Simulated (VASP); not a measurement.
# Ga3Se (Pm-3m) in VASP: further runs

The runs below take Ga3Se through single point, relaxation of cell and atoms, with PBE.

Everything below comes from runs of VASP 6.6.1. Logs are shortened: lines on timing, memory, paths and dates and some standing lists are left out, and cuts for length are marked.

### Step 1. The cell of the first run

It takes space group Pm-3m (No. 221, cubic). Conventional cell: a = 4.309 Å, b = 4.309 Å, c = 4.309 Å, α = 90.00°, β = 90.00°, γ = 90.00°. Within 4.0 Å of Ga (site symmetry 4/mmm) lie 8 Ga at 3.05 Å and 4 Se at 3.05 Å. Within 4.0 Å of Se (site symmetry m-3m) lie 12 Ga at 3.05 Å.

### Step 2. Single point, PBE (strained)

The input, INCAR:

```
  PREC = Accurate
  ENCUT = 520
  EDIFF = 1E-6
  ISMEAR = 0
  SIGMA = 0.1
  LREAL = F
  LASPH = T
  NELM = 100
  ALGO = Normal
  ISIF = 2
  LWAVE = F
  LCHARG = F
  GGA = PE
  NBANDS = 30
```

The input, KPOINTS:

```
regular mesh
0
Gamma
  10 10 10
```

The input, POSCAR:

```
Ga3Se
1.0
    4.3093311223      0.0000000000      0.0000000000
    0.0000000000      4.3093311223      0.0000000000
    0.0000000000      0.0000000000      4.3093311223
Ga Se
3 1
Direct
    0.0000000000      0.5000000000      0.5000000000
    0.5000000000      0.0000000000      0.5000000000
    0.5000000000      0.5000000000      0.0000000000
    0.0000000000      0.0000000000      0.0000000000
```

Potentials or basis: VASP PAW PBE potentials, release 64 (Ga_d, Se).

Run with:

```console
cat potpaw_PBE.64/Ga_d/POTCAR potpaw_PBE.64/Se/POTCAR > POTCAR
mpirun -np 1 vasp_std > vasp.out
```

OUTCAR:

```text
PREC = Accurate
   ENCUT = 520
   EDIFF = 1E-6
   ISMEAR = 0
   LREAL = F
   LASPH = T
   NELM = 100
   ISIF = 2
   GGA = PE

 ion  position               nearest neighbor table
   1  0.000  0.500  0.500-
   2  0.500  0.000  0.500-
   3  0.500  0.500  0.000-
   4  0.000  0.000  0.000-

  LATTYP: Found a simple cubic cell.
 ALAT       =     4.3093311223

  Lattice vectors:

 A1 = (   4.3093311223,   0.0000000000,   0.0000000000)
 A2 = (   0.0000000000,   4.3093311223,   0.0000000000)
 A3 = (   0.0000000000,   0.0000000000,   4.3093311223)

Analysis of symmetry for initial positions (statically):
=====================================================================
 Subroutine PRICEL returns:
 Original cell was already a primitive cell.

 Routine SETGRP: Setting up the symmetry group for a
 simple cubic supercell.

 Subroutine GETGRP returns: Found 48 space group operations
 (whereof 48 operations were pure point group operations)
 out of a pool of 48 trial point group operations.

The static configuration has the point symmetry O_h .

Analysis of symmetry for dynamics (positions and initial velocities):
=====================================================================
 Subroutine PRICEL returns:
 Original cell was already a primitive cell.

 Routine SETGRP: Setting up the symmetry group for a
 simple cubic supercell.

 Subroutine GETGRP returns: Found 48 space group operations
 (whereof 48 operations were pure point group operations)
 out of a pool of 48 trial point group operations.

The dynamic configuration has the point symmetry O_h .

 Subroutine INISYM returns: Found 48 space group operations
 (whereof 48 operations are pure point group operations),
 and found     1 'primitive' translations

----------------------------------------------------------------------------------------

                                     Primitive cell

  volume of cell :      80.0257

  direct lattice vectors                    reciprocal lattice vectors
     4.309331122  0.000000000  0.000000000     0.232054575  0.000000000  0.000000000
     0.000000000  4.309331122  0.000000000     0.000000000  0.232054575  0.000000000
     0.000000000  0.000000000  4.309331122     0.000000000  0.000000000  0.232054575

  length of vectors
     4.309331122  4.309331122  4.309331122     0.232054575  0.232054575  0.232054575

  position of ions in fractional coordinates (direct lattice)
     0.000000000  0.500000000  0.500000000
     0.500000000  0.000000000  0.500000000
     0.500000000  0.500000000  0.000000000
     0.000000000  0.000000000  0.000000000

  ion indices of the primitive-cell ions
   primitive index   ion index
                 1           1
                 2           2
                 3           3
                 4           4

----------------------------------------------------------------------------------------

 KPOINTS: regular mesh

Automatic generation of k-mesh.
 Grid dimensions read from file:
 generate k-points for:   10   10   10

 Generating k-lattice:

  Cartesian coordinates                     Fractional coordinates (reciprocal lattice)
     0.023205457  0.000000000  0.000000000     0.100000000  0.000000000  0.000000000
     0.000000000  0.023205457  0.000000000     0.000000000  0.100000000  0.000000000
     0.000000000  0.000000000  0.023205457     0.000000000  0.000000000  0.100000000

  Length of vectors
     0.023205457  0.023205457  0.023205457

  Shift w.r.t. Gamma in fractional coordinates (k-lattice)
     0.000000000  0.000000000  0.000000000

 Subroutine IBZKPT returns following result:
 ===========================================

 Found     56 irreducible k-points:

 Following reciprocal coordinates:
            Coordinates               Weight
  0.000000  0.000000  0.000000      1.000000
  0.100000  0.000000  0.000000      6.000000
  0.200000  0.000000  0.000000      6.000000
  0.300000  0.000000  0.000000      6.000000
  0.400000  0.000000  0.000000      6.000000
  0.500000  0.000000  0.000000      3.000000
[... 16 lines left out ...]
  0.200000  0.100000  0.100000     24.000000
  0.300000  0.100000  0.100000     24.000000
 [... further k-points ...]
   k-points           NKPTS =     56   k-points in BZ     NKDIM =     56   number of bands    NBANDS=     30
   number of dos      NEDOS =    301   number of ions     NIONS =      4
   total plane-waves  NPLWV =  32768
   dimension x,y,z NGX =    32 NGY =   32 NGZ =   32
   dimension x,y,z NGXF=    64 NGYF=   64 NGZF=   64
   ions per type =               3   1
   NGX,Y,Z   is equivalent  to a cutoff of  12.35, 12.35, 12.35 a.u.
   NGXF,Y,Z  is equivalent  to a cutoff of  24.69, 24.69, 24.69 a.u.
 SYSTEM =  unknown system
   PREC   = accura    normal or accurate (medium, high low for compatibility)
   ISTART =      0    job   : 0-new  1-cont  2-samecut
   ICHARG =      2    charge: 1-file 2-atom 10-const
   ISPIN  =      1    spin polarized calculation?
[... 41 lines left out ...]
   NGX = 17   NGY = 17   NGZ = 17

 number of electron      45.0000048 magnetization

 Free energy of the ion-electron system (eV)
  ---------------------------------------------------
  ext. energy  EPLUGINS =         0.00000000
  ---------------------------------------------------
  free energy    TOTEN  =       -12.36644366 eV

  energy without entropy =      -12.35380789  energy(sigma->0) =      -12.36012578

 E-fermi :   5.4005     XC(G=0): -10.6753

 val. band max:        5.3977577853   @ k =   0.4000   0.3000   0.1000
 cond. band min:       5.4329206854   @ k =   0.2000   0.2000   0.0000
 fundamental gap:      0.0351629002
 Fermi energy:         5.4004779332

 k-point     1 :       0.0000    0.0000    0.0000
  band No.  band energies     occupation
      1      -9.7118      2.00000
      2      -9.6569      2.00000
      3      -9.6569      2.00000
      4      -9.6569      2.00000
      5      -9.5964      2.00000
      6      -9.5964      2.00000
[... 22 lines left out ...]
     29      11.6612      0.00000
     30      12.6776      0.00000

 k-point     2 :       0.1000    0.0000    0.0000
  band No.  band energies     occupation
      1      -9.7022      2.00000
      2      -9.6554      2.00000
      3      -9.6509      2.00000
      4      -9.6509      2.00000
      5      -9.5954      2.00000
      6      -9.5918      2.00000
[... 22 lines left out ...]
     29      12.0174      0.00000
     30      12.7446      0.00000

 k-point     3 :       0.2000    0.0000    0.0000
  band No.  band energies     occupation
      1      -9.6758      2.00000
      2      -9.6512      2.00000
      3      -9.6335      2.00000
      4      -9.6335      2.00000
      5      -9.5926      2.00000
      6      -9.5787      2.00000
[... 22 lines left out ...]
     29      12.6722      0.00000
     30      12.9436      0.00000

 k-point     4 :       0.3000    0.0000    0.0000
  band No.  band energies     occupation
      1      -9.6457      2.00000
      2      -9.6388      2.00000
      3      -9.6064      2.00000
      4      -9.6064      2.00000
      5      -9.5884      2.00000
      6      -9.5598      2.00000
[... 22 lines left out ...]
     29      12.7786      0.00000
     30      13.0539      0.00000

 k-point     5 :       0.4000    0.0000    0.0000
  band No.  band energies     occupation
      1      -9.6409      2.00000
      2      -9.6046      2.00000
      3      -9.5778      2.00000
      4      -9.5748      2.00000
      5      -9.5748      2.00000
      6      -9.5399      2.00000
[... 22 lines left out ...]
     29      11.6178      0.00000
     30      12.3134      0.00000
[... 526 lines left out ...]
     29      11.1089      0.00000
     30      13.4883      0.00000

 k-point    22 :       0.1000    0.1000    0.1000
  band No.  band energies     occupation
      1      -9.6858      2.00000
      2      -9.6478      2.00000
      3      -9.6420      2.00000
      4      -9.6420      2.00000
      5      -9.5875      2.00000
      6      -9.5875      2.00000
[... 22 lines left out ...]
     29      12.2632      0.00000
     30      12.9704      0.00000

 k-point    23 :       0.2000    0.1000    0.1000
  band No.  band energies     occupation
      1      -9.6654      2.00000
      2      -9.6407      2.00000
      3      -9.6275      2.00000
      4      -9.6262      2.00000
      5      -9.5843      2.00000
      6      -9.5733      2.00000
[... 22 lines left out ...]
     29      11.9126      0.00000
     30      12.8306      0.00000

 k-point    24 :       0.3000    0.1000    0.1000
  band No.  band energies     occupation
      1      -9.6421      2.00000
      2      -9.6292      2.00000
      3      -9.6046      2.00000
      4      -9.5985      2.00000
      5      -9.5802      2.00000
      6      -9.5534      2.00000
[... 22 lines left out ...]
     29      10.9222      0.00000
     30      13.1935      0.00000

 [... further k-points ...]

------------------------ aborting loop because EDIFF is reached ----------------------------------------

  FORCE on cell =-STRESS in cart. coord.  units (eV):
  Direction    XX          YY          ZZ          XY          YZ          ZX
  --------------------------------------------------------------------------------------
  -------------------------------------------------------------------------------------
  Total        1.6527203      1.6527203      1.6527203      0.0000000     -0.0000000      0.0000000
  in kB       33.0887486     33.0887486     33.0887486      0.0000000     -0.0000000      0.0000000
  external PRESSURE =      33.0887486 kB  Pullay stress =       0.0000000 kB

 VOLUME and BASIS-vectors are now :
 -----------------------------------------------------------------------------
  energy-cutoff  :      520.00
  volume of cell :       80.03
      direct lattice vectors                 reciprocal lattice vectors
     4.309331122  0.000000000  0.000000000     0.232054575  0.000000000  0.000000000
     0.000000000  4.309331122  0.000000000     0.000000000  0.232054575  0.000000000
     0.000000000  0.000000000  4.309331122     0.000000000  0.000000000  0.232054575

 POSITION                                       TOTAL-FORCE (eV/Angst)
 -----------------------------------------------------------------------------------
      0.00000      2.15467      2.15467         0.000000      0.000000      0.000000
      2.15467      0.00000      2.15467         0.000000      0.000000      0.000000
      2.15467      2.15467      0.00000         0.000000      0.000000      0.000000
      0.00000      0.00000      0.00000         0.000000      0.000000      0.000000
 -----------------------------------------------------------------------------------
    total drift:                                0.000000     -0.000000     -0.000000

  FREE ENERGIE OF THE ION-ELECTRON SYSTEM (eV)
  ---------------------------------------------------
  free  energy   TOTEN  =       -12.3664436649 eV

  energy  without entropy=      -12.3538078902  energy(sigma->0) =      -12.36012578
```

It took 73 s on 1 thread of AMD EPYC 9R45 (Zen 5), shared host; peak memory 0.21 GiB.

Results:

```
Free energy : -12.3664 eV
Pressure    : 3.3 GPa
```

Caveat: the cell differs from its parent crystal (strained).

### Step 3. Single point, PBE (strained)

The input, INCAR:

```
PREC     = Accurate       # precision mode
ENCUT    = 520            # plane-wave cutoff, eV
EDIFF    = 1E-6           # SCF threshold, eV
ISMEAR   = 0              # smearing method
SIGMA    = 0.1            # smearing width, eV
LREAL    = False          # projectors in reciprocal space
LASPH    = True           # aspherical terms in the spheres
NELM     = 60             # most SCF steps
ALGO     = Normal         # electronic algorithm
ISIF     = 2              # what is computed and relaxed
LWAVE    = False          # write WAVECAR
LCHARG   = True           # write CHGCAR
GGA      = PE             # functional
LELF     = True           # ELF
LVHAR    = True         
NBANDS   = 30             # bands
```

The input, KPOINTS:

```
Automatic mesh
0
Gamma
  10 10 10
```

The input, POSCAR:

```
Ga3Se
1.0
    4.5992586580      0.0000000000      0.0000000000
    0.0000000000      4.5992586580      0.0000000000
    0.0000000000      0.0000000000      4.5992586580
Ga Se
3 1
Direct
    0.0000000000      0.5000000000      0.5000000000
    0.5000000000      0.0000000000      0.5000000000
    0.5000000000      0.5000000000      0.0000000000
    0.0000000000      0.0000000000      0.0000000000
```

Potentials or basis: VASP PAW PBE potentials, release 64 (Ga_d, Se).

Run with:

```console
cat potpaw_PBE.64/Ga_d/POTCAR potpaw_PBE.64/Se/POTCAR > POTCAR
mpirun -np 1 vasp_std > vasp.out
```

Wall time 76 s (1 thread of Intel Xeon 6975P-C, shared host); peak memory 0.29 GiB.

The run converged. Its results:

```yaml
Free_energy: -12.2717 eV
Pressure: -3.7 GPa
```

Levels at points of the mesh, in eV from the Fermi level:
| k point | band 20 | band 21 | band 22 | band 23 | band 24 | band 25 |
| --- | --- | --- | --- | --- | --- | --- |
| (0.00, 0.00, 0.00) | -3.24 | -3.01 | -3.01 | 1.49 | 1.49 | 1.49 |
| (0.50, 0.00, 0.00) | -2.43 | -2.43 | -0.95 | -0.06 | -0.06 | 1.39 |
| (0.50, 0.50, 0.00) | -1.89 | -0.87 | -0.87 | -0.64 | 1.11 | 1.74 |
| (0.50, 0.50, 0.50) | -4.24 | -4.24 | -4.24 | -3.04 | 3.52 | 3.52 |

Caveat: the cell differs from its parent crystal (strained).

### Step 4. Single point, PBE

This run uses another cell than the first one, of 21.42 Å³/atom, 1.071 times its volume.

The input, INCAR:

```
SYSTEM = Ga3Se
PREC = Accurate ; ENCUT = 520
EDIFF = 1E-7 ; ISMEAR = 0
SIGMA = 0.15 ; LREAL = .False.
LASPH = .True. ; NELM = 60
ALGO = Normal ; ISIF = 2
LWAVE = .False. ; LCHARG = .True.
GGA = PE ; LELF = .True.
LVHAR = .True. ; NBANDS = 30
```

The input, KPOINTS:

```
Automatic mesh
0
Gamma
  8 8 8
  0 0 0
```

The input, POSCAR:

```
Ga3Se
1.0
    4.4084262965      0.0000000000      0.0000000000
    0.0000000000      4.4084262965      0.0000000000
    0.0000000000      0.0000000000      4.4084262965
Ga Se
3 1
Direct
    0.0000000000      0.5000000000      0.5000000000
    0.5000000000      0.0000000000      0.5000000000
    0.5000000000      0.5000000000      0.0000000000
    0.0000000000      0.0000000000      0.0000000000
```

Run with:

```console
cat potpaw_PBE.64/Ga_d/POTCAR potpaw_PBE.64/Se/POTCAR > POTCAR
mpirun -np 1 vasp_std > vasp.out
```

It took 92 s on 1 thread of AMD EPYC 9R45 (Zen 5), shared host; peak memory 0.21 GiB.

It converged, with:

* Free energy: -12.4245 eV
* Pressure: 0.1 GPa

Levels at points of the mesh, in eV from the Fermi level:
```csv
k point,band 18,band 19,band 20,band 21,band 22,band 23,band 24,band 25,band 26,band 27
"(0.00, 0.00, 0.00)",-3.80,-3.80,-3.80,-2.81,-2.81,1.63,1.63,1.63,4.45,4.45
"(0.50, 0.00, 0.00)",-5.27,-2.85,-2.85,-2.11,-1.06,-0.28,-0.28,1.16,4.07,4.23
"(0.50, 0.50, 0.00)",-6.89,-6.44,-2.21,-0.80,-0.69,-0.69,1.40,1.66,1.66,1.87
"(0.50, 0.50, 0.50)",-5.08,-5.08,-4.96,-4.96,-4.96,-3.54,4.03,4.03,4.03,8.65
```

### Step 5. Single point, PBE

This run uses another cell than the first one, of 21.42 Å³/atom, 1.071 times its volume.

The input, INCAR:

```
ALGO = Normal ; EDIFF = 1E-6
ENCUT = 520 ; GGA = PE
ISIF = 2 ; ISMEAR = 0
LASPH = T ; LCHARG = F
LREAL = F ; LWAVE = F
NBANDS = 30 ; NELM = 60
PREC = Accurate ; SIGMA = 0.1
```

The input, KPOINTS:

```
k-points
0
Gamma
  10 10 10
```

POSCAR is that of step 4.

Run with:

```console
cat potpaw_PBE.64/Ga_d/POTCAR potpaw_PBE.64/Se/POTCAR > POTCAR
mpirun -np 1 vasp_std > vasp.out
```

Run time: 99 s. Hardware: 1 thread of AMD EPYC 9R45 (Zen 5), shared host; peak memory 0.23 GiB.

The run converged. Its results:

* Free energy: -12.4198 eV
* Pressure: 0.2 GPa

Levels at points of the mesh, in eV from the Fermi level:
```tsv
k point	band 19	band 20	band 21	band 22	band 23	band 24	band 25	band 26
(0.00, 0.00, 0.00)	-3.79	-3.79	-2.81	-2.81	1.63	1.63	1.63	4.46
(0.50, 0.00, 0.00)	-2.84	-2.84	-2.10	-1.06	-0.27	-0.27	1.16	4.08
(0.50, 0.50, 0.00)	-6.43	-2.20	-0.79	-0.68	-0.68	1.41	1.67	1.67
(0.50, 0.50, 0.50)	-5.07	-4.95	-4.95	-4.95	-3.54	4.04	4.04	4.04
```

### Step 6. Relaxation of cell and atoms, PBE

This run uses another cell than the first one, of 21.77 Å³/atom, 1.088 times its volume.

The input, INCAR:

```
ALGO = Normal
EDIFF = 1E-6
EDIFFG = -0.005
ENCUT = 600
GGA = PE
IBRION = 2
ISIF = 3
ISMEAR = 0
LASPH = T
LCHARG = F
LREAL = F
LWAVE = F
NELM = 80
NSW = 100
PREC = Accurate
SIGMA = 0.1
```

KPOINTS is that of step 5.

The input, POSCAR:

```
Ga3Se
1.0
    4.4324650000      0.0000000000      0.0000000000
    0.0000000000      4.4324650000      0.0000000000
    0.0000000000      0.0000000000      4.4324650000
Ga Se
3 1
Direct
    0.0000000000      0.5000000000      0.5000000000
    0.5000000000      0.0000000000      0.5000000000
    0.5000000000      0.5000000000      0.0000000000
    0.0000000000      0.0000000000      0.0000000000
```

Potentials or basis: VASP PAW PBE potentials, release 64 (Ga_d, Se).

Run with:

```console
cat potpaw_PBE.64/Ga_d/POTCAR potpaw_PBE.64/Se/POTCAR > POTCAR
mpirun -np 1 vasp_std > vasp.out
```

Wall time 6 min (1 thread of AMD EPYC 9R45 (Zen 5), shared host); peak memory 0.27 GiB.

Results (log left out):

```
Free energy                            : -12.4198 eV
Relaxed volume                         : 21.44 Å³/atom
Relaxed cell                           : a = 4.410 Å, b = 4.410 Å, c = 4.410 Å, α = 90.00°, β = 90.00°, γ = 90.00°
Space group after relaxing (to 0.05 Å) : Pm-3m (No. 221)
Energy gained by relaxing              : 0.6 meV/atom
Ionic steps                            : 5
Pressure after relaxing                : 0.0 GPa
```

The path:
```
step  energy change (eV)  largest force (eV/Å)  pressure (GPa)  volume (Å³)
   1              0.0000                0.0000           -0.52        87.08
   2             -0.0022                0.0000           -0.19        86.20
   3             -0.0024                0.0000           -0.10        85.96
   4             -0.0024                0.0000            0.13        85.48
   5             -0.0025                0.0000           -0.01        85.74
```

Final structure:
```cif
data_structure
_symmetry_space_group_name_H-M 'P 1'
_symmetry_Int_Tables_number 1
_cell_length_a 4.4096
_cell_length_b 4.4096
_cell_length_c 4.4096
_cell_angle_alpha 90.000
_cell_angle_beta 90.000
_cell_angle_gamma 90.000
_cell_volume 85.74
loop_
_atom_site_label
_atom_site_type_symbol
_atom_site_fract_x
_atom_site_fract_y
_atom_site_fract_z
_atom_site_occupancy
Ga1 Ga 0.00000 0.50000 0.50000 1
Ga2 Ga 0.50000 0.00000 0.50000 1
Ga3 Ga 0.50000 0.50000 0.00000 1
Se1 Se 0.00000 0.00000 0.00000 1
```

Levels at points of the mesh, in eV from the Fermi level:
```
           k point  band 20  band 21  band 22  band 23  band 24  band 25
(0.00, 0.00, 0.00)    -3.79    -2.81    -2.81     1.63     1.63     1.63
(0.50, 0.00, 0.00)    -2.84    -2.10    -1.06    -0.27    -0.27     1.17
(0.50, 0.50, 0.00)    -2.20    -0.79    -0.68    -0.68     1.41     1.67
(0.50, 0.50, 0.50)    -4.95    -4.95    -4.95    -3.53     4.04     4.04
```

### Step 7. Overview

| task | cell | k mesh | cutoff (eV) | smearing | gap on the mesh (eV) | pressure (GPa) |
| --- | --- | --- | --- | --- | --- | --- |
| single point | a = 4.309 Å, 4 atoms | 10 × 10 × 10 | 520 | gaussian 0.1 eV | none | 3.3 |
| single point | a = 4.599 Å, 4 atoms | 10 × 10 × 10 | 520 | gaussian 0.1 eV | none | -3.7 |
| single point | a = 4.408 Å, 4 atoms | 8 × 8 × 8 | 520 | gaussian 0.15 eV | none | 0.1 |
| single point | a = 4.408 Å, 4 atoms | 10 × 10 × 10 | 520 | gaussian 0.1 eV | none | 0.2 |
| relaxation of cell and atoms | relaxed from a = 4.432 Å, 4 atoms | 10 × 10 × 10 | 600 | gaussian 0.1 eV | none | 0.0 |

Alike in all rows: level PBE; potentials or basis VASP PAW PBE potentials, release 64 (Ga_d, Se); no spin polarisation.

Absolute energies hang on the potentials; compare differences alone.
